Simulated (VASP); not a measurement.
Input of a VASP 6.6.1 run:

Contents of INCAR:

```
PREC = Accurate ; ENCUT = 500
EDIFF = 1E-6 ; ISMEAR = 0
SIGMA = 0.15 ; LREAL = F
LASPH = T ; NELM = 120
ALGO = Normal ; ISIF = 2
LWAVE = F ; LCHARG = T
GGA = PE ; LELF = T
LVHAR = T ; NBANDS = 44
GGA_COMPAT = F
```

Contents of KPOINTS:

```
Automatic mesh
0
Gamma
  3 3 1
```

File POSCAR:

```
Hf3SnS4
1.0
    3.2552299110      0.0000000000      0.0000000000
    0.0000000000      3.2552299110      0.0000000000
    0.0000000000      0.0000000000     13.4921078556
Hf Sn S
3 1 4
Direct
    0.0000000000      0.0000000000      0.2584955854
    0.0000000000      0.0000000000      0.5000000000
    0.0000000000      0.0000000000      0.7415044146
    0.0000000000      0.0000000000      0.0000000000
    0.5000000000      0.5000000000      0.1634464064
    0.5000000000      0.5000000000      0.3876362510
    0.5000000000      0.5000000000      0.6123637490
    0.5000000000      0.5000000000      0.8365535936
```

Potentials or basis: VASP PAW PBE potentials, release 64 (Hf_pv, Sn_d, S).

The run is started by

```bash
$ cat potpaw_PBE.64/Hf_pv/POTCAR potpaw_PBE.64/Sn_d/POTCAR potpaw_PBE.64/S/POTCAR > POTCAR
$ mpirun -np 1 vasp_std > vasp.out
```

(1) Predict the largest force.

(2) Predict the band gap on the k mesh.

(3) Predict the pressure.

Results:

(1) 0.049 eV/Å.

(2) zero (bands 34 and 35 overlap by 0.45 eV).

(3) -0.5 GPa.

Caveat: the k points lie up to 0.64 Å⁻¹ apart; spin-orbit coupling is left out, which moves the levels of the heavy elements.
